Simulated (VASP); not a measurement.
# CdS (F-43m) in VASP: further runs

Runs on CdS. Level: PBE. Tasks: single point.

Everything below comes from runs of VASP 6.6.1. Logs are shortened: lines on timing, memory, paths and dates and some standing lists are left out, and cuts for length are marked.

### 1 The cell of the first run

Symmetry: F-43m, No. 216, cubic system. Conventional cell: a = 5.878 Å, b = 5.878 Å, c = 5.878 Å, α = 90.00°, β = 90.00°, γ = 90.00°. Cd (site symmetry -43m) has 4 S at 2.55 Å within 3.4 Å. S (site symmetry -43m) has 4 Cd at 2.55 Å within 3.4 Å.

### 2 Single point, PBE

The input, INCAR:

```
SYSTEM = CdS
PREC = Accurate
ENCUT = 500
EDIFF = 1E-6
ISMEAR = 0
SIGMA = 0.01
LREAL = .FALSE.
LASPH = .TRUE.
NELM = 120
ALGO = Normal
ISIF = 2
LWAVE = .FALSE.
LCHARG = .FALSE.
GGA = PE
NBANDS = 16
GGA_COMPAT = .FALSE.
```

The input, KPOINTS:

```
regular mesh
0
G
  2 2 2
  0 0 0
```

The input, POSCAR:

```
CdS
1.0
    0.0000000000      2.9392138883      2.9392138883
    2.9392138883      0.0000000000      2.9392138883
    2.9392138883      2.9392138883      0.0000000000
Cd S
1 1
Direct
    0.0000000000      0.0000000000      0.0000000000
    0.2500000000      0.2500000000      0.2500000000
```

Potentials or basis: VASP PAW PBE potentials, release 64 (Cd, S).

Run with:

```console
> cat potpaw_PBE.64/Cd/POTCAR potpaw_PBE.64/S/POTCAR > POTCAR
> mpirun -np 1 vasp_std > vasp.out
```

OUTCAR:

```text
SYSTEM = CdS
   PREC = Accurate
   ENCUT = 500
   EDIFF = 1E-6
   ISMEAR = 0
   LREAL = .FALSE.
   LASPH = .TRUE.
   NELM = 120
   ISIF = 2
   GGA = PE

 ion  position               nearest neighbor table
   1  0.000  0.000  0.000-   2 2.55   2 2.55   2 2.55   2 2.55
   2  0.250  0.250  0.250-   1 2.55   1 2.55   1 2.55   1 2.55

  LATTYP: Found a face centered cubic cell.
 ALAT       =     5.8784277766

  Lattice vectors:

 A1 = (   0.0000000000,   2.9392138883,   2.9392138883)
 A2 = (   2.9392138883,   0.0000000000,   2.9392138883)
 A3 = (   2.9392138883,   2.9392138883,   0.0000000000)

Analysis of symmetry for initial positions (statically):
=====================================================================
 Subroutine PRICEL returns:
 Original cell was already a primitive cell.

 Routine SETGRP: Setting up the symmetry group for a
 face centered cubic supercell.

 Subroutine GETGRP returns: Found 24 space group operations
 (whereof 24 operations were pure point group operations)
 out of a pool of 48 trial point group operations.

The static configuration has the point symmetry T_d .

Analysis of symmetry for dynamics (positions and initial velocities):
=====================================================================
 Subroutine PRICEL returns:
 Original cell was already a primitive cell.

 Routine SETGRP: Setting up the symmetry group for a
 face centered cubic supercell.

 Subroutine GETGRP returns: Found 24 space group operations
 (whereof 24 operations were pure point group operations)
 out of a pool of 48 trial point group operations.

The dynamic configuration has the point symmetry T_d .

 Subroutine INISYM returns: Found 24 space group operations
 (whereof 24 operations are pure point group operations),
 and found     1 'primitive' translations

----------------------------------------------------------------------------------------

                                     Primitive cell

  volume of cell :      50.7836

  direct lattice vectors                    reciprocal lattice vectors
     0.000000000  2.939213888  2.939213888    -0.170113513  0.170113513  0.170113513
     2.939213888  0.000000000  2.939213888     0.170113513 -0.170113513  0.170113513
     2.939213888  2.939213888  0.000000000     0.170113513  0.170113513 -0.170113513

  length of vectors
     4.156676144  4.156676144  4.156676144     0.294645248  0.294645248  0.294645248

  position of ions in fractional coordinates (direct lattice)
     0.000000000  0.000000000  0.000000000
     0.250000000  0.250000000  0.250000000

  ion indices of the primitive-cell ions
   primitive index   ion index
                 1           1
                 2           2

----------------------------------------------------------------------------------------

 KPOINTS: regular mesh

Automatic generation of k-mesh.
 Grid dimensions read from file:
 generate k-points for:    2    2    2

 Generating k-lattice:

  Cartesian coordinates                     Fractional coordinates (reciprocal lattice)
    -0.085056757  0.085056757  0.085056757     0.500000000  0.000000000  0.000000000
     0.085056757 -0.085056757  0.085056757     0.000000000  0.500000000  0.000000000
     0.085056757  0.085056757 -0.085056757     0.000000000  0.000000000  0.500000000

  Length of vectors
     0.147322624  0.147322624  0.147322624

  Shift w.r.t. Gamma in fractional coordinates (k-lattice)
     0.000000000  0.000000000  0.000000000

 Subroutine IBZKPT returns following result:
 ===========================================

 Found      3 irreducible k-points:

 Following reciprocal coordinates:
            Coordinates               Weight
  0.000000  0.000000  0.000000      1.000000
  0.500000  0.000000  0.000000      4.000000
  0.500000  0.500000  0.000000      3.000000
   k-points           NKPTS =      3   k-points in BZ     NKDIM =      3   number of bands    NBANDS=     16
   number of dos      NEDOS =    301   number of ions     NIONS =      2
   total plane-waves  NPLWV =  27000
   dimension x,y,z NGX =    30 NGY =   30 NGZ =   30
   dimension x,y,z NGXF=    60 NGYF=   60 NGZF=   60
   ions per type =               1   1
   NGX,Y,Z   is equivalent  to a cutoff of  12.00, 12.00, 12.00 a.u.
   NGXF,Y,Z  is equivalent  to a cutoff of  24.00, 24.00, 24.00 a.u.
 SYSTEM =  CdS
   PREC   = accura    normal or accurate (medium, high low for compatibility)
   ISTART =      0    job   : 0-new  1-cont  2-samecut
   ICHARG =      2    charge: 1-file 2-atom 10-const
   ISPIN  =      1    spin polarized calculation?
   LNONCOLLINEAR =      F non collinear calculations
   LSORBIT =      F    spin-orbit coupling
   LASPH  =      T    aspherical Exc in radial PAW
   ENCUT  =  500.0 eV  36.75 Ry    6.06 a.u.   7.58  7.58  7.58*2*pi/ulx,y,z
   NELM   =    120;   NELMIN=  2; NELMDL= -5     # of ELM steps
   EDIFF  = 0.1E-05   stopping-criterion for ELM
   LREAL  =      F    real-space projection
   EDIFFG = 0.1E-04   stopping-criterion for IOM
   NSW    =      0    number of steps for IOM
   IBRION =     -1    ionic relax: 0-MD 1-quasi-New 2-CG
   NFREE  =      0    steps in history (QN), initial steepest desc. (CG)
   ISIF   =      2    stress and relaxation
   ISYM   =      2    0-nonsym 1-usesym 2-fastsym
   POTIM  = 0.5000    time-step for ionic-motion
   TEBEG  =    0.0;   TEEND  =   0.0 temperature during run
   PSTRESS=    0.0 pullay stress
   NELECT =      18.0000    total number of electrons
   NUPDOWN=      -1.0000    fix difference up-down
   EMIN   =  10.00;   EMAX   =-10.00  energy-range for DOS
   EFERMI =   0.00;   METHOD = LEGACY
   ISMEAR =     0;   SIGMA  =   0.01  broadening in eV -4-tet -1-fermi 0-gaus
   EFERMI_NEDOS =   21; number of points for ismear=-14 and -15
   IALGO  =     38    algorithm
   IMIX   =      4    mixing-type and parameters
     AMIX     =   0.40;   BMIX     =  1.00
     AMIX_MAG =   1.60;   BMIX_MAG =  1.00
  volume/ion in A,a.u.               =      25.39       171.35
  Fermi-wavevector in a.u.,A,eV,Ry     =   1.158576  2.189391 18.263073  1.342298
  Thomas-Fermi vector in A             =   2.295177
   LORBIT       =      0    0 simple, 1 ext, 2 COOP (PROOUT), +10 PAW based schemes
   GGA     = PE    functional components
   LHFCALC =     F    Hartree Fock is set to
   AEXX    =    0.0000 exact exchange contribution
   IVDW    =     0    specifies the selected vdW correction
   LEPSILON=     F    determine dielectric tensor
   LRPA    =     F    only Hartree local field effects (RPA)
 non-spin polarized calculation
 Gauss-broadening in eV      SIGMA  =   0.01
  energy-cutoff  :      500.00
  volume of cell :       50.78
 maximum number of plane-waves:      1308
   NGX = 15   NGY = 15   NGZ = 15

 number of electron      17.9999992 magnetization

 Free energy of the ion-electron system (eV)
  ---------------------------------------------------
  ext. energy  EPLUGINS =         0.00000000
  ---------------------------------------------------
  free energy    TOTEN  =        -5.21017770 eV

  energy without entropy =       -5.21017770  energy(sigma->0) =       -5.21017770

 E-fermi :   1.5018     XC(G=0):  -8.9103

 val. band max:        1.4409255082   @ k =   0.0000   0.0000   0.0000
 cond. band min:       2.3764045641   @ k =   0.0000   0.0000   0.0000
 fundamental gap:      0.9354790559
 Fermi energy:         1.5017568242

 k-point     1 :       0.0000    0.0000    0.0000
  band No.  band energies     occupation
      1     -10.7506      2.00000
      2      -6.5540      2.00000
      3      -6.5540      2.00000
      4      -6.5540      2.00000
      5      -6.1430      2.00000
      6      -6.1430      2.00000
      7       1.4409      2.00000
      8       1.4409      2.00000
      9       1.4409      2.00000
     10       2.3764      0.00000
     11       7.7601      0.00000
     12       7.7601      0.00000
     13       7.7601      0.00000
     14      12.5971      0.00000
     15      12.7189      0.00000
     16      12.7189      0.00000

 k-point     2 :       0.5000    0.0000    0.0000
  band No.  band energies     occupation
      1     -10.3384      2.00000
      2      -6.4480      2.00000
      3      -6.4480      2.00000
      4      -6.1066      2.00000
      5      -6.1066      2.00000
      6      -5.7462      2.00000
      7      -2.9461      2.00000
      8       0.7008      2.00000
      9       0.7008      2.00000
     10       4.2309      0.00000
     11       8.2301      0.00000
     12       8.2301      0.00000
     13       8.7881      0.00000
     14      12.3199      0.00000
     15      13.7947      0.00000
     16      13.7947      0.00000

 k-point     3 :       0.5000    0.5000    0.0000
  band No.  band energies     occupation
      1     -10.2123      2.00000
      2      -6.3654      2.00000
      3      -6.2432      2.00000
      4      -6.2432      2.00000
      5      -6.0637      2.00000
      6      -5.6700      2.00000
      7      -2.5571      2.00000
      8      -0.4076      2.00000
      9      -0.4076      2.00000
     10       4.8230      0.00000
     11       5.5807      0.00000
     12      10.5536      0.00000
     13      11.9223      0.00000
     14      11.9223      0.00000
     15      13.6643      0.00000
     16      14.7840      0.00000

------------------------ aborting loop because EDIFF is reached ----------------------------------------

  FORCE on cell =-STRESS in cart. coord.  units (eV):
  Direction    XX          YY          ZZ          XY          YZ          ZX
  --------------------------------------------------------------------------------------
  -------------------------------------------------------------------------------------
  Total        1.5452314      1.5452314      1.5452314      0.0000000      0.0000000     -0.0000000
  in kB       48.7506633     48.7506633     48.7506633      0.0000000      0.0000000     -0.0000000
  external PRESSURE =      48.7506633 kB  Pullay stress =       0.0000000 kB

 VOLUME and BASIS-vectors are now :
 -----------------------------------------------------------------------------
  energy-cutoff  :      500.00
  volume of cell :       50.78
      direct lattice vectors                 reciprocal lattice vectors
     0.000000000  2.939213888  2.939213888    -0.170113513  0.170113513  0.170113513
     2.939213888  0.000000000  2.939213888     0.170113513 -0.170113513  0.170113513
     2.939213888  2.939213888  0.000000000     0.170113513  0.170113513 -0.170113513

 POSITION                                       TOTAL-FORCE (eV/Angst)
 -----------------------------------------------------------------------------------
      0.00000      0.00000      0.00000        -0.000000     -0.000000     -0.000000
      1.46961      1.46961      1.46961         0.000000      0.000000      0.000000
 -----------------------------------------------------------------------------------
    total drift:                                0.000000      0.000000     -0.000000

  FREE ENERGIE OF THE ION-ELECTRON SYSTEM (eV)
  ---------------------------------------------------
  free  energy   TOTEN  =        -5.2101776962 eV

  energy  without entropy=       -5.2101776962  energy(sigma->0) =       -5.21017770
```

Run time: 11 s. Hardware: 1 thread of Intel Xeon 8259CL, shared host; peak memory 0.16 GiB.

Results:

* Free energy: -5.2102 eV
* Pressure: 4.9 GPa
* Band gap on the k mesh: 0.94 eV

Levels at points of the mesh, in eV from the valence-band top:
| k point | band 6 | band 7 | band 8 | band 9 | band 10 | band 11 | band 12 | band 13 |
| --- | --- | --- | --- | --- | --- | --- | --- | --- |
| (0.00, 0.00, 0.00) | -7.58 | 0.00 | 0.00 | 0.00 | 0.94 | 6.32 | 6.32 | 6.32 |
| (0.50, 0.00, 0.00) | -7.19 | -4.39 | -0.74 | -0.74 | 2.79 | 6.79 | 6.79 | 7.35 |
| (0.50, 0.50, 0.00) | -7.11 | -4.00 | -1.85 | -1.85 | 3.38 | 4.14 | 9.11 | 10.48 |

Caveat: the k points lie up to 0.93 Å⁻¹ apart.

[end of part 1 of 2]
